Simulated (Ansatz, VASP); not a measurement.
# HfC in VASP and in Ansatz

POSCAR

```
HfC
1.0
    3.7234168979      0.0000000000      0.0000000000
   -1.8617084490      3.2245736225      0.0000000000
    0.0000000000      0.0000000000      6.1122794607
Hf C
2 2
Direct
    0.3333333333      0.6666666667      0.4996013827
    0.6666666667      0.3333333333      0.9996013827
    0.3333333333      0.6666666667      0.8753986173
    0.6666666667      0.3333333333      0.3753986173
```

INCAR.step1

```
ALGO = Normal
EDIFF = 1E-4
ENCUT = 600
GGA = PE
ISMEAR = 0
LASPH = True
LCHARG = False
LREAL = False
LWAVE = True
NELM = 100
PREC = Accurate
SIGMA = 0.1
```

INCAR.step2

```
ALGO = Normal
EDIFF = 1E-6
EDIFFG = -0.05
ENCUT = 600
IBRION = 2
ISIF = 3
ISMEAR = 0
ISTART = 1
LASPH = True
LCHARG = False
LMIXTAU = True
LREAL = False
LWAVE = False
METAGGA = R2SCAN
NELM = 100
NSW = 80
PREC = Accurate
SIGMA = 0.1
```

File KPOINTS:

```
k-points
0
Gamma
  6 6 4
```

Input for Ansatz:

```yaml
crystal:
  lattice:
    - [3.7234168979, 0.0, 0.0]
    - [-1.861708449, 3.2245736225, 0.0]
    - [0.0, 0.0, 6.1122794607]
  atoms:
    - { symbol: Hf, position: [0.3333333333, 0.6666666667, 0.4996013827] }
    - { symbol: Hf, position: [0.6666666667, 0.3333333333, 0.9996013827] }
    - { symbol: C, position: [0.3333333333, 0.6666666667, 0.8753986173] }
    - { symbol: C, position: [0.6666666667, 0.3333333333, 0.3753986173] }
basis:
  ecutwfc: 500
kpoints:
  mp_grid: { grid: [6, 6, 4] }
hamiltonian:
  xc: r2scan
scf:
  occupations: { method: gaussian, width: 0.1 }
output:
  forces: true
  stress: true
  eigenvalues: true
relax:
  adjacent_minimum: "off"
  f_tol: 0.05
  max_steps: 60
  cell: { stress_tol: 0.5 }
```

Alike in both runs: task relaxation of cell and atoms; functional r2SCAN; k mesh 6 × 6 × 4; occupations gaussian, width 0.1 eV; no spin polarisation.

|  | VASP | Ansatz |
| --- | --- | --- |
| version | VASP 6.6.1 | Ansatz 0.2.0 |
| potentials or method | VASP PAW PBE potentials, release 64 (Hf_pv, C), cutoff 600 eV | scalar-relativistic, plane waves, PAW |
| valence electrons in the cell | 28 | 60 |

VASP gave:

```
gap on the k mesh at the Fermi level, each at its own relaxed structure (eV)  : none
relaxed volume (Å³/atom)                                                      : 14.72
relaxed length of the cell vector where the two differ most in proportion (Å) : 4.639
```

Problem. Estimate Ansatz's values.

Solution. gap on the k mesh at the Fermi level, each at its own relaxed structure (eV): none; relaxed volume (Å³/atom): 14.79; relaxed length of the cell vector where the two differ most in proportion (Å): 4.650.

VASP's potentials were made for PBE, not for r2SCAN. A gap of «none» marks a metal or a gap that the smearing closes. VASP's potentials hold 28 valence electrons a cell and Ansatz's 60, so a difference there can come from the potentials and not from the codes.

Spin-orbit coupling is off throughout. Noted on VASP's run: the volume moved by over 15 % at a fixed basis, so the end points are rough.
